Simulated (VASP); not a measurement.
# AgBr (Fm-3m) in VASP: settings compared, part 2 of 2

VASP 6.6.1.

**3. Electric field gradients, revPBE**

This run uses another cell than the first one, of 24.04 Å³/atom, 1.053 times its volume.

File INCAR:

```
PREC     = Accurate       # precision mode
ENCUT    = 400            # plane-wave cutoff, eV
EDIFF    = 1E-8           # SCF threshold, eV
ISMEAR   = -1             # smearing method
SIGMA    = 0.02           # smearing width, eV
LREAL    = F              # projectors in reciprocal space
LASPH    = T              # aspherical terms in the spheres
NELM     = 120            # most SCF steps
ALGO     = Normal         # electronic algorithm
ISIF     = 2              # what is computed and relaxed
LWAVE    = F              # write WAVECAR
LCHARG   = F              # write CHGCAR
GGA      = RE             # functional
LEFG     = T            
NBANDS   = 16             # bands
GGA_COMPAT= F
```

File KPOINTS:

```
Automatic mesh
0
Gamma
  7 7 7
```

File POSCAR:

```
AgBr
1.0
    0.0000000000      2.8860500000      2.8860500000
    2.8860500000      0.0000000000      2.8860500000
    2.8860500000      2.8860500000      0.0000000000
Ag Br
1 1
Direct
    0.5000000000      0.5000000000      0.5000000000
    0.0000000000      0.0000000000      0.0000000000
```

Potentials or basis: VASP PAW PBE potentials, release 64 (Ag, Br).

On the command line:

```sh
cat potpaw_PBE.64/Ag/POTCAR potpaw_PBE.64/Br/POTCAR > POTCAR
mpirun -np 1 vasp_std > vasp.out
```

OUTCAR:

```text
PREC = Accurate
   ENCUT = 400
   EDIFF = 1E-8
   ISMEAR = -1
   LREAL = F
   LASPH = T
   NELM = 120
   ISIF = 2
   GGA = RE

 ion  position               nearest neighbor table
   1  0.500  0.500  0.500-   2 2.89   2 2.89   2 2.89   2 2.89   2 2.89   2 2.89
   2  0.000  0.000  0.000-   1 2.89   1 2.89   1 2.89   1 2.89   1 2.89   1 2.89

  LATTYP: Found a face centered cubic cell.
 ALAT       =     5.7721000000

  Lattice vectors:

 A1 = (   0.0000000000,   2.8860500000,   2.8860500000)
 A2 = (   2.8860500000,   0.0000000000,   2.8860500000)
 A3 = (   2.8860500000,   2.8860500000,   0.0000000000)

Analysis of symmetry for initial positions (statically):
=====================================================================
 Subroutine PRICEL returns:
 Original cell was already a primitive cell.

 Routine SETGRP: Setting up the symmetry group for a
 face centered cubic supercell.

 Subroutine GETGRP returns: Found 48 space group operations
 (whereof 48 operations were pure point group operations)
 out of a pool of 48 trial point group operations.

The static configuration has the point symmetry O_h .

Analysis of symmetry for dynamics (positions and initial velocities):
=====================================================================
 Subroutine PRICEL returns:
 Original cell was already a primitive cell.

 Routine SETGRP: Setting up the symmetry group for a
 face centered cubic supercell.

 Subroutine GETGRP returns: Found 48 space group operations
 (whereof 48 operations were pure point group operations)
 out of a pool of 48 trial point group operations.

The dynamic configuration has the point symmetry O_h .

 Subroutine INISYM returns: Found 48 space group operations
 (whereof 48 operations are pure point group operations),
 and found     1 'primitive' translations

----------------------------------------------------------------------------------------

                                     Primitive cell

  volume of cell :      48.0775

  direct lattice vectors                    reciprocal lattice vectors
     0.000000000  2.886050000  2.886050000    -0.173247172  0.173247172  0.173247172
     2.886050000  0.000000000  2.886050000     0.173247172 -0.173247172  0.173247172
     2.886050000  2.886050000  0.000000000     0.173247172  0.173247172 -0.173247172

  length of vectors
     4.081491052  4.081491052  4.081491052     0.300072904  0.300072904  0.300072904

  position of ions in fractional coordinates (direct lattice)
     0.500000000  0.500000000  0.500000000
     0.000000000  0.000000000  0.000000000

  ion indices of the primitive-cell ions
   primitive index   ion index
                 1           1
                 2           2

----------------------------------------------------------------------------------------

 KPOINTS: Automatic mesh

Automatic generation of k-mesh.
[... 66 lines left out ...]
   NFREE  =      0    steps in history (QN), initial steepest desc. (CG)
   ISIF   =      2    stress and relaxation
   ISYM   =      2    0-nonsym 1-usesym 2-fastsym
   POTIM  = 0.5000    time-step for ionic-motion
   TEBEG  =    0.0;   TEEND  =   0.0 temperature during run
   PSTRESS=    0.0 pullay stress
   NELECT =      18.0000    total number of electrons
   NUPDOWN=      -1.0000    fix difference up-down
   EMIN   =  10.00;   EMAX   =-10.00  energy-range for DOS
   EFERMI =   0.00;   METHOD = LEGACY
   ISMEAR =    -1;   SIGMA  =   0.02  broadening in eV -4-tet -1-fermi 0-gaus
   EFERMI_NEDOS =   21; number of points for ismear=-14 and -15
   IALGO  =     38    algorithm
   IMIX   =      4    mixing-type and parameters
     AMIX     =   0.40;   BMIX     =  1.00
     AMIX_MAG =   1.60;   BMIX_MAG =  1.00
  volume/ion in A,a.u.               =      24.04       162.22
  Fermi-wavevector in a.u.,A,eV,Ry     =   1.179918  2.229722 18.942118  1.392206
  Thomas-Fermi vector in A             =   2.316220
   LORBIT       =      0    0 simple, 1 ext, 2 COOP (PROOUT), +10 PAW based schemes
   GGA     = RE    functional components
   LHFCALC =     F    Hartree Fock is set to
   AEXX    =    0.0000 exact exchange contribution
   IVDW    =     0    specifies the selected vdW correction
   LEPSILON=     F    determine dielectric tensor
   LRPA    =     F    only Hartree local field effects (RPA)
 non-spin polarized calculation
  energy-cutoff  :      400.00
  volume of cell :       48.08
 maximum number of plane-waves:       893
   NGX = 13   NGY = 13   NGZ = 13

 number of electron      17.9999993 magnetization

 Free energy of the ion-electron system (eV)
  ---------------------------------------------------
  ext. energy  EPLUGINS =         0.00000000
  ---------------------------------------------------
  free energy    TOTEN  =        -4.33609559 eV

  energy without entropy =       -4.33609559  energy(sigma->0) =       -4.33609559

 E-fermi :   3.9007     XC(G=0):  -9.6232

 val. band max:        3.4379440446   @ k =   0.4286   0.0000   0.0000
 cond. band min:       4.3061310307   @ k =   0.0000   0.0000   0.0000
 fundamental gap:      0.8681869860
 Fermi energy:         3.9006576720

 k-point     1 :       0.0000    0.0000    0.0000
  band No.  band energies     occupation
      1     -11.4436      2.00000
      2       0.8001      2.00000
      3       0.8001      2.00000
      4       0.8007      2.00000
      5       0.8007      2.00000
      6       0.8007      2.00000
[... 357 lines left out ...]
      3      -0.3785      2.00000
      4      -0.2844      2.00000
      5       1.0579      2.00000
      6       1.1463      2.00000
[... 8 lines left out ...]
     15      16.2995      0.00000
     16      18.7326      0.00000

------------------------ aborting loop because EDIFF is reached ----------------------------------------

  FORCE on cell =-STRESS in cart. coord.  units (eV):
  Direction    XX          YY          ZZ          XY          YZ          ZX
  --------------------------------------------------------------------------------------
  -------------------------------------------------------------------------------------
  Total        0.9817990      0.9817990      0.9817990     -0.0000000     -0.0000000      0.0000000
  in kB       32.7183663     32.7183663     32.7183663     -0.0000000     -0.0000000      0.0000000
  external PRESSURE =      32.7183663 kB  Pullay stress =       0.0000000 kB

 VOLUME and BASIS-vectors are now :
 -----------------------------------------------------------------------------
  energy-cutoff  :      400.00
  volume of cell :       48.08
      direct lattice vectors                 reciprocal lattice vectors
     0.000000000  2.886050000  2.886050000    -0.173247172  0.173247172  0.173247172
     2.886050000  0.000000000  2.886050000     0.173247172 -0.173247172  0.173247172
     2.886050000  2.886050000  0.000000000     0.173247172  0.173247172 -0.173247172

 POSITION                                       TOTAL-FORCE (eV/Angst)
 -----------------------------------------------------------------------------------
      2.88605      2.88605      2.88605        -0.000000      0.000000      0.000000
      0.00000      0.00000      0.00000         0.000000     -0.000000     -0.000000
 -----------------------------------------------------------------------------------
    total drift:                                0.000000      0.000000      0.000000

  FREE ENERGIE OF THE ION-ELECTRON SYSTEM (eV)
  ---------------------------------------------------
  free  energy   TOTEN  =        -4.3360955865 eV

  energy  without entropy=       -4.3360955865  energy(sigma->0) =       -4.33609559

 Electric field gradients (V/A^2)
---------------------------------------------------------------------
 ion       V_xx      V_yy      V_zz      V_xy      V_xz      V_yz
---------------------------------------------------------------------
   1       0.000     0.000     0.000    -0.001    -0.001    -0.001
   2       0.000    -0.000    -0.000     0.000     0.000     0.000
---------------------------------------------------------------------

 Electric field gradients after diagonalization (V/A^2)
 (convention: |V_zz| > |V_xx| > |V_yy|)
----------------------------------------------------------------------
 ion       V_xx      V_yy      V_zz     asymmetry (V_yy - V_xx)/ V_zz
----------------------------------------------------------------------
   1       0.001     0.001    -0.003       0.000
   2      -0.000    -0.000     0.001       0.000
----------------------------------------------------------------------

           NMR quadrupolar parameters

 Cq : quadrupolar parameter    Cq=e*Q*V_zz/h
 eta: asymmetry parameters     (V_yy - V_xx)/ V_zz
 Q  : nuclear electric quadrupole moment in mb (millibarn)
----------------------------------------------------------------------
 ion       Cq(MHz)       eta       Q (mb)
----------------------------------------------------------------------
   1      -0.000       0.000       1.000
   2       0.000       0.000       1.000
----------------------------------------------------------------------
```

Run time: 7.6 s. Hardware: 1 thread of Intel Xeon 6975P-C (Granite Rapids), shared host; peak memory 0.15 GiB.

What came out:

```yaml
Free_energy: -4.3361 eV
Pressure: 3.3 GPa
Band_gap_on_the_k_mesh: 0.87 eV, indirect (least direct gap 2.68 eV)
```

Levels at points of the mesh, in eV from the valence-band top:
```csv
k point,band 5,band 6,band 7,band 8,band 9,band 10,band 11,band 12,band 13,band 14
"(0.00, 0.00, 0.00)",-2.64,-2.64,-1.81,-1.81,-1.81,0.87,10.03,10.03,10.03,11.42
```

Caveat: without QUAD_EFG the Cq values of the log hold for a quadrupole moment of 1 mb, not for the nuclei; the PAW data sets were made with another functional, which shifts forces and pressure a little. A hybrid or GW would open this gap; revPBE tends to underestimate it.
